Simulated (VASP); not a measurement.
The system is HoNbSe3.

```
CELL_PARAMETERS angstrom
4.71932 0.00000 0.00000
-2.35966 4.08705 0.00000
0.00000 0.00000 7.75169
ATOMIC_POSITIONS crystal
Ho 0.00000 0.00000 0.93120
Nb 0.00000 0.00000 0.28085
Se 0.33333 0.66667 0.17025
Se 0.66667 0.33333 0.17025
Se 0.00000 0.00000 0.59327
```

The cell was generated, and may not be a known phase.

| Item | Value |
| --- | --- |
| Program | VASP 6.6.1 |
| Task | relaxation of cell and atoms |
| Functional | PBE |
| Potentials or basis | VASP PAW PBE potentials, release 64 (Ho_3, Nb_sv, Se), 4f in core |
| Cutoff | 500 eV |
| k mesh | 12 × 12 × 6 |
| Occupations | gaussian, width 0.1 eV |
| Spin | no spin polarisation |

At the start: pressure 0.2 GPa; volume 29.90 Å³/atom.

Task: How do energy, volume and symmetry change on relaxing?

Result: Over 10 steps the energy falls by 2.0 meV/atom; space group P6mm (No. 183, to 0.1 Å) before and after.

The path:
```tsv
step	energy change (eV)	largest force (eV/Å)	pressure (GPa)	volume (Å³)
1	0.0000	0.2637	0.23	149.52
2	-0.0083	0.0888	-0.40	150.45
3	-0.0086	0.1125	-0.31	150.31
4	-0.0098	0.0824	0.07	149.27
5	-0.0099	0.0392	-0.02	149.50
6	-0.0100	0.0178	0.01	149.37
7	-0.0101	0.0197	0.02	149.34
8	-0.0101	0.0194	0.02	149.37
9	-0.0102	0.0185	0.00	149.44
10	-0.0102	0.0049	-0.01	149.47
```

Final structure:
```
CELL_PARAMETERS angstrom
4.69760 0.00000 0.00000
-2.34880 4.06824 0.00000
0.00000 0.00000 7.82104
ATOMIC_POSITIONS crystal
Ho 0.00000 0.00000 0.92869
Nb 0.00000 0.00000 0.28245
Se 0.33333 0.66667 0.17124
Se 0.66667 0.33333 0.17124
Se 0.00000 0.00000 0.59221
```

Caveat: the run has no spin polarisation, though such a crystal can be magnetic.
